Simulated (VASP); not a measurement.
# RbBr (Fm-3m) in VASP: further runs

RbBr is run at these levels: PBE, HSE06; tasks: single point.

All numbers are computed with VASP 6.6.1; they aren't measurements. Logs are shortened: lines on timing, memory, paths and dates and some standing lists are left out, and cuts for length are marked.

## Step 1: The cell of the first run

The structure is cubic, space group Fm-3m (No. 225). The conventional cell has a = 6.922 Å, b = 6.922 Å, c = 6.922 Å, α = 90.00°, β = 90.00°, γ = 90.00°. Within 4.5 Å of Rb (site symmetry m-3m) lie 6 Br at 3.46 Å. Br (site symmetry m-3m) has 6 Rb at 3.46 Å within 4.5 Å.

## Step 2: Single point, PBE

Input file INCAR:

```
SYSTEM = RbBr
PREC = Accurate ; ENCUT = 520
EDIFF = 1E-7 ; ISMEAR = 0
SIGMA = 0.01 ; LREAL = .False.
LASPH = .True. ; NELM = 80
ALGO = Normal ; ISIF = 2
LWAVE = .False. ; LCHARG = .True.
GGA = PE ; LELF = .True.
LVHAR = .True. ; NBANDS = 15
```

Input file KPOINTS:

```
Automatic mesh
0
Gamma
  6 6 6
  0 0 0
```

Input file POSCAR:

```
RbBr
1.0
    0.0000000000      3.4608320096      3.4608320096
    3.4608320096      0.0000000000      3.4608320096
    3.4608320096      3.4608320096      0.0000000000
Rb Br
1 1
Direct
    0.0000000000      0.0000000000      0.0000000000
    0.5000000000      0.5000000000      0.5000000000
```

Potentials or basis: VASP PAW PBE potentials, release 64 (Rb_sv, Br).

Launch:

```
$ cat potpaw_PBE.64/Rb_sv/POTCAR potpaw_PBE.64/Br/POTCAR > POTCAR
$ mpirun -np 1 vasp_std > vasp.out
```

OUTCAR:

```text
SYSTEM = RbBr
   PREC = Accurate
   ENCUT = 520
   EDIFF = 1E-7
   ISMEAR = 0
   LREAL = .False.
   LASPH = .True.
   NELM = 80
   ISIF = 2
   GGA = PE

 ion  position               nearest neighbor table
   1  0.000  0.000  0.000-   2 3.46   2 3.46   2 3.46   2 3.46   2 3.46   2 3.46
   2  0.500  0.500  0.500-   1 3.46   1 3.46   1 3.46   1 3.46   1 3.46   1 3.46

  LATTYP: Found a face centered cubic cell.
 ALAT       =     6.9216640192

  Lattice vectors:

 A1 = (   0.0000000000,   3.4608320096,   3.4608320096)
 A2 = (   3.4608320096,   0.0000000000,   3.4608320096)
 A3 = (   3.4608320096,   3.4608320096,   0.0000000000)

Analysis of symmetry for initial positions (statically):
=====================================================================
 Subroutine PRICEL returns:
 Original cell was already a primitive cell.

 Routine SETGRP: Setting up the symmetry group for a
 face centered cubic supercell.

 Subroutine GETGRP returns: Found 48 space group operations
 (whereof 48 operations were pure point group operations)
 out of a pool of 48 trial point group operations.

The static configuration has the point symmetry O_h .

Analysis of symmetry for dynamics (positions and initial velocities):
=====================================================================
 Subroutine PRICEL returns:
 Original cell was already a primitive cell.

 Routine SETGRP: Setting up the symmetry group for a
 face centered cubic supercell.

 Subroutine GETGRP returns: Found 48 space group operations
 (whereof 48 operations were pure point group operations)
 out of a pool of 48 trial point group operations.

The dynamic configuration has the point symmetry O_h .

 Subroutine INISYM returns: Found 48 space group operations
 (whereof 48 operations are pure point group operations),
 and found     1 'primitive' translations

----------------------------------------------------------------------------------------

                                     Primitive cell

  volume of cell :      82.9032

  direct lattice vectors                    reciprocal lattice vectors
     0.000000000  3.460832010  3.460832010    -0.144473930  0.144473930  0.144473930
     3.460832010  0.000000000  3.460832010     0.144473930 -0.144473930  0.144473930
     3.460832010  3.460832010  0.000000000     0.144473930  0.144473930 -0.144473930

  length of vectors
     4.894355565  4.894355565  4.894355565     0.250236186  0.250236186  0.250236186

  position of ions in fractional coordinates (direct lattice)
     0.000000000  0.000000000  0.000000000
     0.500000000  0.500000000  0.500000000

  ion indices of the primitive-cell ions
   primitive index   ion index
                 1           1
                 2           2

[... 76 lines left out ...]
   EFERMI =   0.00;   METHOD = LEGACY
   ISMEAR =     0;   SIGMA  =   0.01  broadening in eV -4-tet -1-fermi 0-gaus
   EFERMI_NEDOS =   21; number of points for ismear=-14 and -15
   IALGO  =     38    algorithm
   IMIX   =      4    mixing-type and parameters
     AMIX     =   0.40;   BMIX     =  1.00
     AMIX_MAG =   1.60;   BMIX_MAG =  1.00
  volume/ion in A,a.u.               =      41.45       279.73
  Fermi-wavevector in a.u.,A,eV,Ry     =   0.946072  1.787817 12.177932  0.895053
  Thomas-Fermi vector in A             =   2.074035
   LORBIT       =      0    0 simple, 1 ext, 2 COOP (PROOUT), +10 PAW based schemes
   GGA     = PE    functional components
   LHFCALC =     F    Hartree Fock is set to
   AEXX    =    0.0000 exact exchange contribution
   IVDW    =     0    specifies the selected vdW correction
   LEPSILON=     F    determine dielectric tensor
   LRPA    =     F    only Hartree local field effects (RPA)
 non-spin polarized calculation
 Gauss-broadening in eV      SIGMA  =   0.01
  energy-cutoff  :      520.00
  volume of cell :       82.90
 maximum number of plane-waves:      2252
   NGX = 19   NGY = 19   NGZ = 19

 number of electron      15.9999997 magnetization

 Free energy of the ion-electron system (eV)
  ---------------------------------------------------
  ext. energy  EPLUGINS =         0.00000000
  ---------------------------------------------------
  free energy    TOTEN  =        -6.10929050 eV

  energy without entropy =       -6.10929050  energy(sigma->0) =       -6.10929050

 E-fermi :  -1.8205     XC(G=0):  -7.1176

 val. band max:       -1.8616575971   @ k =   0.0000   0.0000   0.0000
 cond. band min:       2.4271324234   @ k =   0.0000   0.0000   0.0000
 fundamental gap:      4.2887900204
 Fermi energy:        -1.8204896673

 k-point     1 :       0.0000    0.0000    0.0000
  band No.  band energies     occupation
      1     -26.3382      2.00000
      2     -14.0140      2.00000
      3     -10.4126      2.00000
      4     -10.4126      2.00000
      5     -10.4126      2.00000
      6      -1.8617      2.00000
      7      -1.8617      2.00000
      8      -1.8617      2.00000
      9       2.4271      0.00000
     10       5.4087      0.00000
     11       5.4087      0.00000
     12       5.4087      0.00000
     13       6.2766      0.00000
     14       6.2766      0.00000
[... 257 lines left out ...]
      2     -13.9825      2.00000
      3     -10.5500      2.00000
      4     -10.5011      2.00000
      5     -10.4173      2.00000
      6      -2.2710      2.00000
      7      -2.2523      2.00000
      8      -2.1198      2.00000
      9       4.4496      0.00000
     10       5.8804      0.00000
     11       6.0518      0.00000
     12       6.9631      0.00000
     13       8.0266      0.00000
     14       8.8830      0.00000
     15       9.3262      0.00000

------------------------ aborting loop because EDIFF is reached ----------------------------------------

  FORCE on cell =-STRESS in cart. coord.  units (eV):
  Direction    XX          YY          ZZ          XY          YZ          ZX
  --------------------------------------------------------------------------------------
  -------------------------------------------------------------------------------------
  Total        0.2946989      0.2946989      0.2946989      0.0000000      0.0000000     -0.0000000
  in kB        5.6953120      5.6953120      5.6953120      0.0000000      0.0000000     -0.0000000
  external PRESSURE =       5.6953120 kB  Pullay stress =       0.0000000 kB

 VOLUME and BASIS-vectors are now :
 -----------------------------------------------------------------------------
  energy-cutoff  :      520.00
  volume of cell :       82.90
      direct lattice vectors                 reciprocal lattice vectors
     0.000000000  3.460832010  3.460832010    -0.144473930  0.144473930  0.144473930
     3.460832010  0.000000000  3.460832010     0.144473930 -0.144473930  0.144473930
     3.460832010  3.460832010  0.000000000     0.144473930  0.144473930 -0.144473930

 POSITION                                       TOTAL-FORCE (eV/Angst)
 -----------------------------------------------------------------------------------
      0.00000      0.00000      0.00000         0.000000      0.000000      0.000000
      3.46083      3.46083      3.46083        -0.000000     -0.000000     -0.000000
 -----------------------------------------------------------------------------------
    total drift:                                0.000000      0.000000      0.000000

  FREE ENERGIE OF THE ION-ELECTRON SYSTEM (eV)
  ---------------------------------------------------
  free  energy   TOTEN  =        -6.1092905046 eV

  energy  without entropy=       -6.1092905046  energy(sigma->0) =       -6.10929050
```

OSZICAR:

```text
N       E                     dE             d eps       ncg     rms          rms(c)
DAV:   1     0.826767904488E+02    0.82677E+02   -0.65962E+03   480   0.902E+02
DAV:   2    -0.365233374329E+00   -0.83042E+02   -0.76539E+02   645   0.164E+02
DAV:   3    -0.614738630099E+01   -0.57822E+01   -0.57558E+01   641   0.447E+01
DAV:   4    -0.633404912509E+01   -0.18666E+00   -0.18664E+00   683   0.697E+00
DAV:   5    -0.633538447282E+01   -0.13353E-02   -0.13353E-02   663   0.592E-01    0.277E+00
DAV:   6    -0.611377448570E+01    0.22161E+00   -0.27102E-01   564   0.235E+00    0.182E+00
DAV:   7    -0.609623169517E+01    0.17543E-01   -0.12579E-01   627   0.171E+00    0.933E-01
DAV:   8    -0.610839874274E+01   -0.12167E-01   -0.15132E-02   510   0.700E-01    0.107E-01
DAV:   9    -0.610884816062E+01   -0.44942E-03   -0.67111E-04   649   0.132E-01    0.695E-02
DAV:  10    -0.610928260124E+01   -0.43444E-03   -0.56053E-04   494   0.131E-01    0.273E-02
DAV:  11    -0.610928424824E+01   -0.16470E-05   -0.31897E-05   613   0.298E-02    0.967E-03
DAV:  12    -0.610929018719E+01   -0.59389E-05   -0.10257E-05   508   0.184E-02    0.124E-03
DAV:  13    -0.610929045263E+01   -0.26544E-06   -0.33474E-07   656   0.326E-03    0.264E-03
DAV:  14    -0.610929050461E+01   -0.51989E-07   -0.23232E-07   501   0.263E-03
   1 F= -.61092905E+01 E0= -.61092905E+01  d E =-.341686E-11
```

Run time: 33 s. Hardware: 1 thread of Intel Xeon 8259CL, shared host; peak memory 0.21 GiB.

What came out:

```yaml
Free_energy: -6.1093 eV
Pressure: 0.6 GPa
Band_gap_on_the_k_mesh: 4.29 eV
```

PBE gaps usually lie below the measured ones, often by a third to a half.

## Step 3: Single point, HSE06

POSCAR is that of step 2.

Input file INCAR.step1:

```
PREC = Accurate ; ENCUT = 520
EDIFF = 1E-5 ; ISMEAR = 0
SIGMA = 0.01 ; LREAL = F
LASPH = T ; NELM = 60
ALGO = Normal ; ISIF = 2
LWAVE = T ; LCHARG = F
NBANDS = 15 ; GGA = PE
```

Input file INCAR.step2:

```
PREC = Accurate ; ENCUT = 520
EDIFF = 1E-6 ; ISMEAR = 0
SIGMA = 0.01 ; LREAL = F
LASPH = T ; NELM = 60
ALGO = Normal ; ISIF = 2
LWAVE = F ; LCHARG = F
GGA = PE ; LHFCALC = T
HFSCREEN = 0.2079 ; PRECFOCK = Normal
NBANDS = 15 ; ISTART = 1
```

Input file KPOINTS:

```
Automatic mesh
0
Gamma
  4 4 4
```

Potentials or basis: VASP PAW PBE potentials, release 64 (Rb_sv, Br).

Launch:

```
$ cat potpaw_PBE.64/Rb_sv/POTCAR potpaw_PBE.64/Br/POTCAR > POTCAR
$ cp INCAR.step1 INCAR
$ mpirun -np 1 vasp_std > vasp.out
$ cp INCAR.step2 INCAR
$ mpirun -np 1 vasp_std > vasp.out
```

OUTCAR:

```text
PREC = Accurate
   ENCUT = 520
   EDIFF = 1E-6
   ISMEAR = 0
   LREAL = F
   LASPH = T
   NELM = 60
   ISIF = 2
   GGA = PE
   LHFCALC = T
   HFSCREEN = 0.2079
   PRECFOCK = Normal
   ISTART = 1

 ion  position               nearest neighbor table
   1  0.000  0.000  0.000-   2 3.46   2 3.46   2 3.46   2 3.46   2 3.46   2 3.46
   2  0.500  0.500  0.500-   1 3.46   1 3.46   1 3.46   1 3.46   1 3.46   1 3.46

  LATTYP: Found a face centered cubic cell.
 ALAT       =     6.9216640192

  Lattice vectors:

 A1 = (   0.0000000000,   3.4608320096,   3.4608320096)
 A2 = (   3.4608320096,   0.0000000000,   3.4608320096)
 A3 = (   3.4608320096,   3.4608320096,   0.0000000000)

Analysis of symmetry for initial positions (statically):
=====================================================================
 Subroutine PRICEL returns:
 Original cell was already a primitive cell.

 Routine SETGRP: Setting up the symmetry group for a
 face centered cubic supercell.

 Subroutine GETGRP returns: Found 48 space group operations
 (whereof 48 operations were pure point group operations)
 out of a pool of 48 trial point group operations.

The static configuration has the point symmetry O_h .

Analysis of symmetry for dynamics (positions and initial velocities):
=====================================================================
 Subroutine PRICEL returns:
 Original cell was already a primitive cell.

 Routine SETGRP: Setting up the symmetry group for a
 face centered cubic supercell.

 Subroutine GETGRP returns: Found 48 space group operations
 (whereof 48 operations were pure point group operations)
 out of a pool of 48 trial point group operations.

The dynamic configuration has the point symmetry O_h .

 Subroutine INISYM returns: Found 48 space group operations
 (whereof 48 operations are pure point group operations),
 and found     1 'primitive' translations

----------------------------------------------------------------------------------------
[... 112 lines left out ...]
   IVDW    =     0    specifies the selected vdW correction
   LEPSILON=     F    determine dielectric tensor
   LRPA    =     F    only Hartree local field effects (RPA)
 non-spin polarized calculation
 Gauss-broadening in eV      SIGMA  =   0.01
  energy-cutoff  :      520.00
  volume of cell :       82.90
 maximum number of plane-waves:      2252
  NGX = 28; NGY = 28; NGZ = 28

 number of electron      15.9999997 magnetization

 Free energy of the ion-electron system (eV)
  ---------------------------------------------------
  ext. energy  EPLUGINS =         0.00000000
  ---------------------------------------------------
  free energy    TOTEN  =        -7.07242396 eV

  energy without entropy =       -7.07242396  energy(sigma->0) =       -7.07242396

 E-fermi :  -2.6580     XC(G=0):  -5.9841

 val. band max:       -2.7344427897   @ k =   0.0000   0.0000   0.0000
 cond. band min:       2.7078530107   @ k =   0.0000   0.0000   0.0000
 fundamental gap:      5.4422958003
 Fermi energy:        -2.6580048385

 k-point     1 :       0.0000    0.0000    0.0000
  band No.  band energies     occupation
      1     -28.8878      2.00000
      2     -15.9055      2.00000
      3     -11.8004      2.00000
      4     -11.8004      2.00000
      5     -11.8004      2.00000
      6      -2.7344      2.00000
      7      -2.7344      2.00000
      8      -2.7344      2.00000
      9       2.7079      0.00000
     10       5.7948      0.00000
     11       5.7948      0.00000
     12       5.7948      0.00000
     13       6.7499      0.00000
     14       6.7499      0.00000
[... 113 lines left out ...]
      2     -15.8733      2.00000
      3     -11.9192      2.00000
      4     -11.9192      2.00000
      5     -11.7792      2.00000
      6      -3.2154      2.00000
      7      -3.0922      2.00000
      8      -3.0922      2.00000
      9       5.5100      0.00000
     10       5.5100      0.00000
     11       6.7316      0.00000
     12       7.1465      0.00000
     13       9.5136      0.00000
     14       9.5530      0.00000
     15       9.5892      0.00000

------------------------ aborting loop because EDIFF is reached ----------------------------------------

  FORCE on cell =-STRESS in cart. coord.  units (eV):
  Direction    XX          YY          ZZ          XY          YZ          ZX
  --------------------------------------------------------------------------------------
  -------------------------------------------------------------------------------------
  Total        0.1634989      0.1634989      0.1634989     -0.0000000     -0.0000000      0.0000000
  in kB        3.1597589      3.1597589      3.1597589     -0.0000000     -0.0000000      0.0000000
  external PRESSURE =       3.1597589 kB  Pullay stress =       0.0000000 kB

 VOLUME and BASIS-vectors are now :
 -----------------------------------------------------------------------------
  energy-cutoff  :      520.00
  volume of cell :       82.90
      direct lattice vectors                 reciprocal lattice vectors
     0.000000000  3.460832010  3.460832010    -0.144473930  0.144473930  0.144473930
     3.460832010  0.000000000  3.460832010     0.144473930 -0.144473930  0.144473930
     3.460832010  3.460832010  0.000000000     0.144473930  0.144473930 -0.144473930

 POSITION                                       TOTAL-FORCE (eV/Angst)
 -----------------------------------------------------------------------------------
      0.00000      0.00000      0.00000        -0.000000     -0.000000     -0.000000
      3.46083      3.46083      3.46083         0.000000      0.000000      0.000000
 -----------------------------------------------------------------------------------
    total drift:                               -0.000000     -0.000000      0.000000

  FREE ENERGIE OF THE ION-ELECTRON SYSTEM (eV)
  ---------------------------------------------------
  free  energy   TOTEN  =        -7.0724239629 eV

  energy  without entropy=       -7.0724239629  energy(sigma->0) =       -7.07242396
```

OSZICAR.step1:

```text
N       E                     dE             d eps       ncg     rms          rms(c)
DAV:   1     0.903270765115E+02    0.90327E+02   -0.64365E+03   240   0.885E+02
DAV:   2     0.447875075776E+00   -0.89879E+02   -0.82285E+02   332   0.169E+02
DAV:   3    -0.609147100687E+01   -0.65393E+01   -0.65124E+01   296   0.482E+01
DAV:   4    -0.633372949882E+01   -0.24226E+00   -0.24222E+00   387   0.821E+00
DAV:   5    -0.633528408413E+01   -0.15546E-02   -0.15546E-02   296   0.737E-01    0.277E+00
DAV:   6    -0.611358506658E+01    0.22170E+00   -0.27353E-01   317   0.236E+00    0.182E+00
DAV:   7    -0.609617040491E+01    0.17415E-01   -0.12750E-01   317   0.171E+00    0.937E-01
DAV:   8    -0.610825690643E+01   -0.12087E-01   -0.14172E-02   262   0.696E-01    0.113E-01
DAV:   9    -0.610863158380E+01   -0.37468E-03   -0.65916E-04   331   0.130E-01    0.715E-02
DAV:  10    -0.610908197062E+01   -0.45039E-03   -0.62331E-04   254   0.133E-01    0.311E-02
DAV:  11    -0.610908024609E+01    0.17245E-05   -0.38323E-05   303   0.302E-02
   1 F= -.61090802E+01 E0= -.61090802E+01  d E =-.238130E-45
```

Run time: 13 min. Hardware: 1 thread of Intel Xeon 8259CL, shared host; peak memory 0.32 GiB.

What came out:

* Free energy: -7.0724 eV
* Pressure: 0.3 GPa
* Band gap on the k mesh: 5.44 eV

Caveat: the PAW data sets were made with another functional, which shifts forces and pressure a little.
